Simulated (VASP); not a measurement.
Here is a VASP 6.6.1 calculation.

File INCAR:

```
SYSTEM = Be
ALGO = Normal
EDIFF = 1E-6
ENCUT = 520
GGA = RP
ISIF = 2
ISMEAR = -1
LASPH = .TRUE.
LCHARG = .TRUE.
LELF = .TRUE.
LREAL = .FALSE.
LVHAR = .TRUE.
LWAVE = .FALSE.
NBANDS = 7
NELM = 60
PREC = Accurate
SIGMA = 0.1
```

Contents of KPOINTS:

```
k-points
0
G
  29 29 29
  0 0 0
```

POSCAR

```
Be
1.0
   -1.2617756101      1.2617756101      1.2617756101
    1.2617756101     -1.2617756101      1.2617756101
    1.2617756101      1.2617756101     -1.2617756101
Be
1
Direct
    0.0000000000      0.0000000000      0.0000000000
```

Potentials or basis: VASP PAW PBE potentials, release 64 (Be).

Command:

```console
$ cat potpaw_PBE.64/Be/POTCAR > POTCAR
$ mpirun -np 1 vasp_std > vasp.out
```

Task: Estimate the band gap on the k mesh.

Result: Zero (band 1 reaches 11.53 eV, above the bottom of band 2 at 6.55 eV).

Task: Estimate the pressure.

Result: 0.0 GPa.

Caveat: the PAW data sets were made with another functional, which shifts forces and pressure a little.
